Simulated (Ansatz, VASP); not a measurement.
AlNi in VASP and in Ansatz

Contents of INCAR:

```
PREC = Accurate
ENCUT = 520
EDIFF = 1E-6
ISMEAR = 0
SIGMA = 0.15
LREAL = False
LASPH = True
NELM = 80
ALGO = Fast
ISIF = 2
LWAVE = False
LCHARG = False
GGA = PS
NBANDS = 14
```

File KPOINTS:

```
Automatic mesh
0
Gamma
  20 20 20
```

The input POSCAR:

```
AlNi
1.0
    1.9606882445     -1.9607092947      0.0000000000
    1.9606882445      1.9607092947      0.0000000000
    0.0000000000      0.0000000000      2.9124499431
Al Ni
1 1
Direct
    0.0000000000      0.0000000000      0.0000000000
    0.5000000000      0.5000000000      0.5000000000
```

Input for Ansatz:

```yaml
crystal:
  lattice:
    - [1.9606882445, -1.9607092947, 0.0]
    - [1.9606882445, 1.9607092947, 0.0]
    - [0.0, 0.0, 2.9124499431]
  atoms:
    - { symbol: Al, position: [0.0, 0.0, 0.0] }
    - { symbol: Ni, position: [0.5, 0.5, 0.5] }
basis:
  ecutwfc: 420
kpoints:
  mp_grid: { grid: [20, 20, 20] }
hamiltonian:
  xc: pbesol
scf:
  occupations: { method: gaussian, width: 0.15 }
output:
  forces: true
  stress: true
  eigenvalues: true
```

Change from the starting cell: strain -0.030 along x and y, +0.015 along z, atoms carried along.

Alike in both runs: task single point; functional PBEsol; k mesh 20 × 20 × 20; occupations gaussian, width 0.15 eV; no spin polarisation.

```csv
,VASP,Ansatz
version,VASP 6.6.1,Ansatz 0.2.0
potentials or method,"VASP PAW PBE potentials, release 64 (Al, Ni), cutoff 520 eV","scalar-relativistic, plane waves, PAW"
valence electrons in the cell,13,21
```

```csv
,VASP,Ansatz,Ansatz less VASP
gap on the k mesh at the Fermi level (eV),none,none,-
pressure (GPa),9.0,8.9,-0.08
"traceless stress, the component that is largest in VASP (GPa)",-2.46,-2.39,+0.070
```

VASP's potentials were made for PBE, not for PBEsol. A gap of «none» marks a metal or a gap that the smearing closes. VASP's potentials hold 13 valence electrons a cell and Ansatz's 21, so a difference there can come from the potentials and not from the codes. Ansatz's warnings: near symmetry operations not taken.
